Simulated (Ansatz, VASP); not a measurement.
**One calculation of Rb, two programs**

```xyz
2
Lattice="3.9597 0.0000 0.0000 -1.9799 3.4292 0.0000 0.0000 0.0000 6.4147" Properties=species:S:1:pos:R:3 pbc="T T T"
Rb    0.0000    2.2861    1.6037
Rb    1.9799    1.1431    4.8111
```

Change from the starting cell: volume scaled by 0.5, LAPW.

Alike in both runs: task single point; functional PBEsol; k mesh 10 × 10 × 6; occupations fermi-dirac, width 0.05 eV; no spin polarisation.

|  | VASP | Ansatz |
| --- | --- | --- |
| version | VASP 6.6.1 | Ansatz 0.2.0 |
| potentials or method | VASP PAW PBE potentials, release 64 (Rb_sv), cutoff 520 eV | all-electron LAPW, scalar-relativistic |

|  | VASP | Ansatz | Ansatz less VASP |
| --- | --- | --- | --- |
| pressure (GPa) | 6.4 | 6.4 | -0.01 |
| traceless stress, the component that is largest in VASP (GPa) | 0.10 | 0.10 | 0.000 |

VASP's potentials were made for PBE, not for PBEsol. Ansatz ran all-electron here, and VASP with PAW potentials.
